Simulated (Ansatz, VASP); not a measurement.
**ZnS: VASP beside Ansatz**

```
Zn S
1.0
     0.00000    2.70465    2.75874
     2.70465    0.00000    2.75874
     2.70465    2.70465    0.00000
Zn S
1 1
Direct
  0.00000 0.00000 0.00000
  0.75000 0.75000 0.75000
```

Change from the starting cell: zz strain of +2 %.

Alike in both runs: task single point; functional PBEsol; k mesh 8 × 8 × 8; occupations fermi-dirac, width 0.01 eV; no spin polarisation.

|  | VASP | Ansatz |
| --- | --- | --- |
| version | VASP 6.6.1 | Ansatz 0.2.0 |
| potentials or method | VASP PAW PBE potentials, release 64 (Zn, S), cutoff 520 eV | all-electron LAPW, scalar-relativistic |

```tsv
	VASP	Ansatz	Ansatz less VASP
gap on the k mesh at the Fermi level (eV)	1.86	1.85	-0.001
pressure (GPa)	-3.3	-3.5	-0.17
traceless stress, the component that is largest in VASP (GPa)	-0.59	-0.60	-0.004
```

VASP's potentials were made for PBE, not for PBEsol. Ansatz ran all-electron here, and VASP with PAW potentials.
